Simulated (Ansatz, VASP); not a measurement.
## Mo2W3: VASP beside Ansatz

```xyz
5
Lattice="2.2404 1.2935 4.5985 -2.2404 1.2935 4.5985 0.0000 -2.5869 4.5985" Properties=species:S:1:pos:R:3 pbc="T T T"
Mo    0.0000    0.0000    8.2784
Mo    0.0000    0.0000    5.5171
W     0.0000    0.0000    2.7599
W     0.0000    0.0000    0.0000
W     0.0000    0.0000   11.0356
```

Alike in both runs: functional PBE; k mesh 4 × 4 × 4; occupations gaussian, width 0.2 eV; no spin polarisation.

Ansatz relaxed the structure, and its values are those at the end. VASP's run is a single point on that final structure, the one shown.

```csv
,VASP,Ansatz
version,VASP 6.6.1,Ansatz 0.2.0
potentials or method,"VASP PAW PBE potentials, release 64 (Mo_sv, W_sv), cutoff 520 eV","scalar-relativistic, plane waves, PAW"
valence electrons in the cell,70,70
```

```csv
,VASP,Ansatz,Ansatz less VASP
gap on the k mesh at the Fermi level (eV),none,none,-
pressure (GPa),0.6,0.1,-0.52
rms of the force components (eV/Å),0.006,0.005,-0.0015
```

A gap of «none» marks a metal or a gap that the smearing closes.

The k mesh is coarse, so the values compare programs but aren't converged. Neither program's run includes spin-orbit coupling.
